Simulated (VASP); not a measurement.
# RuW2 (P4/nmm) in VASP: a series of runs, part 2 of 2

VASP 6.6.1. Earlier steps stand in the parts before.

## 4. Single point, PBE

This run uses another cell than the first one, of 15.66 Å³/atom.

Input file INCAR:

```
PREC = Accurate ; ENCUT = 520
EDIFF = 1E-6 ; ISMEAR = 0
SIGMA = 0.1 ; LREAL = False
LASPH = True ; NELM = 100
ALGO = Fast ; ISIF = 2
LWAVE = False ; LCHARG = False
GGA = PE ; NBANDS = 51
```

Input file KPOINTS:

```
Automatic mesh
0
Gamma
  10 10 4
```

Input file POSCAR:

```
RuW2
1.0
    3.1876901740      0.0000000000      0.0000000000
    0.0000000000      3.1876901740      0.0000000000
    0.0000000000      0.0000000000      9.2450272733
Ru W
2 4
Direct
    0.0000000000      0.5000000000      0.8998229518
    0.5000000000      0.0000000000      0.1001770482
    0.0000000000      0.5000000000      0.5827375619
    0.5000000000      0.0000000000      0.4172624381
    0.5000000000      0.0000000000      0.7643745183
    0.0000000000      0.5000000000      0.2356254817
```

Potentials or basis: VASP PAW PBE potentials, release 64 (Ru_pv, W_sv).

The run is started by

```bash
$ cat potpaw_PBE.64/Ru_pv/POTCAR potpaw_PBE.64/W_sv/POTCAR > POTCAR
$ mpirun -np 1 vasp_std > vasp.out
```

OUTCAR:

```text
PREC = Accurate
   ENCUT = 520
   EDIFF = 1E-6
   ISMEAR = 0
   LREAL = False
   LASPH = True
   NELM = 100
   ISIF = 2
   GGA = PE

 ion  position               nearest neighbor table
   1  0.000  0.500  0.900-   5 2.58   5 2.58   5 2.58   5 2.58   2 2.92   2 2.92   2 2.92   2 2.92
                             3 2.93   6 3.10
   2  0.500  0.000  0.100-   6 2.58   6 2.58   6 2.58   6 2.58   1 2.92   1 2.92   1 2.92   1 2.92
                             4 2.93   5 3.10
   3  0.000  0.500  0.583-   4 2.72   4 2.72   4 2.72   4 2.72   5 2.81   5 2.81   5 2.81   5 2.81
                             1 2.93   6 3.21
   4  0.500  0.000  0.417-   3 2.72   3 2.72   3 2.72   3 2.72   6 2.81   6 2.81   6 2.81   6 2.81
                             2 2.93   5 3.21
   5  0.500  0.000  0.764-   1 2.58   1 2.58   1 2.58   1 2.58   3 2.81   3 2.81   3 2.81   3 2.81
                             2 3.10   4 3.21
   6  0.000  0.500  0.236-   2 2.58   2 2.58   2 2.58   2 2.58   4 2.81   4 2.81   4 2.81   4 2.81
                             1 3.10   3 3.21

  LATTYP: Found a simple tetragonal cell.
 ALAT       =     3.1876901740
 C/A-ratio  =     2.9002276786

  Lattice vectors:

 A1 = (   3.1876901740,   0.0000000000,   0.0000000000)
 A2 = (   0.0000000000,   3.1876901740,   0.0000000000)
 A3 = (   0.0000000000,   0.0000000000,   9.2450272733)

Analysis of symmetry for initial positions (statically):
=====================================================================
 Subroutine PRICEL returns:
 Original cell was already a primitive cell.

 Routine SETGRP: Setting up the symmetry group for a
 simple tetragonal supercell.

 Subroutine GETGRP returns: Found 16 space group operations
 (whereof  8 operations were pure point group operations)
 out of a pool of 16 trial point group operations.

The static configuration has the point symmetry D_2d.
 The point group associated with its full space group is D_4h.

Analysis of symmetry for dynamics (positions and initial velocities):
=====================================================================
[... 143 lines left out ...]
   LORBIT       =      0    0 simple, 1 ext, 2 COOP (PROOUT), +10 PAW based schemes
   GGA     = PE    functional components
   LHFCALC =     F    Hartree Fock is set to
   AEXX    =    0.0000 exact exchange contribution
   IVDW    =     0    specifies the selected vdW correction
   LEPSILON=     F    determine dielectric tensor
   LRPA    =     F    only Hartree local field effects (RPA)
 non-spin polarized calculation
 RMM-DIIS sequential band-by-band and
 Gauss-broadening in eV      SIGMA  =   0.10
  energy-cutoff  :      520.00
  volume of cell :       93.94
 maximum number of plane-waves:      2576
 NGX is ok and might be reduce to    24
   NGX = 11   NGY = 11   NGZ = 35

 number of electron      83.9999979 magnetization

 Free energy of the ion-electron system (eV)
  ---------------------------------------------------
  ext. energy  EPLUGINS =         0.00000000
  ---------------------------------------------------
  free energy    TOTEN  =       -69.57006672 eV

  energy without entropy =      -69.54849358  energy(sigma->0) =      -69.55928015

 E-fermi :  11.3136     XC(G=0): -13.5400

 val. band max:       11.3057869772   @ k =   0.3000   0.1000   0.2500
 cond. band min:      11.3159421548   @ k =   0.1000   0.1000   0.2500
 fundamental gap:      0.0101551776
 Fermi energy:        11.3136287963

 k-point     1 :       0.0000    0.0000    0.0000
  band No.  band energies     occupation
      1     -63.0632      2.00000
      2     -63.0613      2.00000
      3     -62.7045      2.00000
      4     -62.5808      2.00000
      5     -31.5023      2.00000
      6     -31.5023      2.00000
[... 1285 lines left out ...]
     50      13.3047      0.00000
     51      13.6456      0.00000

 [... further k-points ...]

------------------------ aborting loop because EDIFF is reached ----------------------------------------

  FORCE on cell =-STRESS in cart. coord.  units (eV):
  Direction    XX          YY          ZZ          XY          YZ          ZX
  --------------------------------------------------------------------------------------
  -------------------------------------------------------------------------------------
  Total        0.2891020      0.2891020      0.2557791      0.0000000      0.0000000      0.0000000
  in kB        4.9306163      4.9306163      4.3622974      0.0000000      0.0000000      0.0000000
  external PRESSURE =       4.7411767 kB  Pullay stress =       0.0000000 kB

 VOLUME and BASIS-vectors are now :
 -----------------------------------------------------------------------------
  energy-cutoff  :      520.00
  volume of cell :       93.94
      direct lattice vectors                 reciprocal lattice vectors
     3.187690174  0.000000000  0.000000000     0.313706774  0.000000000  0.000000000
     0.000000000  3.187690174  0.000000000     0.000000000  0.313706774  0.000000000
     0.000000000  0.000000000  9.245027273     0.000000000  0.000000000  0.108166257

 POSITION                                       TOTAL-FORCE (eV/Angst)
 -----------------------------------------------------------------------------------
      0.00000      1.59385      8.31889        -0.000000      0.000000      0.054603
      1.59385      0.00000      0.92614         0.000000      0.000000     -0.054603
      0.00000      1.59385      5.38742         0.000000      0.000000      0.004809
      1.59385      0.00000      3.85760        -0.000000      0.000000     -0.004809
      1.59385      0.00000      7.06666        -0.000000      0.000000     -0.021160
      0.00000      1.59385      2.17836         0.000000      0.000000      0.021160
 -----------------------------------------------------------------------------------
    total drift:                                0.000000      0.000000     -0.000000

  FREE ENERGIE OF THE ION-ELECTRON SYSTEM (eV)
  ---------------------------------------------------
  free  energy   TOTEN  =       -69.5700667177 eV

  energy  without entropy=      -69.5484935794  energy(sigma->0) =      -69.55928015
```

Run time: 2.5 min. Hardware: 1 thread of Intel Xeon 6975P-C (Granite Rapids), shared host; peak memory 0.35 GiB.

Results:

* Free energy: -69.5701 eV
* Pressure: 0.5 GPa
* Largest force: 0.055 eV/Å
* Band gap on the k mesh: zero (bands 42 and 43 overlap by 0.91 eV)

Forces on the atoms (eV/Å):
```
Ru   0.000  0.000  0.055
Ru   0.000  0.000 -0.055
W    0.000  0.000  0.005
W    0.000  0.000 -0.005
W    0.000  0.000 -0.021
W    0.000  0.000  0.021
```

Levels at points of the mesh, in eV from the Fermi level:
```tsv
k point	band 38	band 39	band 40	band 41	band 42	band 43	band 44	band 45	band 46	band 47
(0.00, 0.00, 0.00)	-1.20	-1.11	-1.11	-0.39	-0.39	-0.35	-0.28	-0.18	0.63	0.63
(0.50, 0.00, 0.00)	-1.39	-1.13	-1.13	-0.16	-0.16	0.51	0.51	1.01	1.01	1.61
(0.50, 0.50, 0.00)	-1.92	-0.25	-0.25	0.05	0.05	0.65	0.65	1.93	1.93	2.75
(0.00, 0.00, 0.50)	-1.38	-1.12	-1.12	-0.84	-0.84	-0.32	-0.13	0.65	1.51	1.51
(0.50, 0.00, 0.50)	-1.94	-0.42	-0.42	0.56	0.56	0.92	0.92	1.13	1.13	1.56
(0.50, 0.50, 0.50)	-0.83	-0.33	-0.33	-0.24	-0.24	0.05	0.05	1.85	1.85	2.87
```

Caveat: spin-orbit coupling is left out, which moves the levels of the heavy elements.

## 5. Overview

```tsv
cell	further INCAR settings	gap on the mesh (eV)	pressure (GPa)	largest force (eV/Å)
a = 3.164, b = 3.164, c = 9.102 Å, 6 atoms, atomic positions A	ALGO = Fast; EDIFF = 1e-06; NBANDS = 51	none	9.4	0.06
a = 3.188, b = 3.188, c = 9.245 Å, 6 atoms, atomic positions B	ALGO = Fast; EDIFF = 1e-07; NBANDS = 51	none	0.5	0.05
a = 3.188, b = 3.188, c = 9.245 Å, 6 atoms, atomic positions B	ALGO = Fast; EDIFF = 1e-06; NBANDS = 51	none	0.5	0.05
```

Alike in all rows: task single point; level PBE; potentials or basis VASP PAW PBE potentials, release 64 (Ru_pv, W_sv); no spin polarisation; k mesh 10 × 10 × 4; cutoff (eV) 520; smearing gaussian 0.1 eV.

Caveats: spin-orbit coupling is left out, which moves the levels of the heavy elements; the cell stands under pressure (at least some runs).

Total energies depend on the potentials used, so only differences within one code and one set of settings carry meaning.
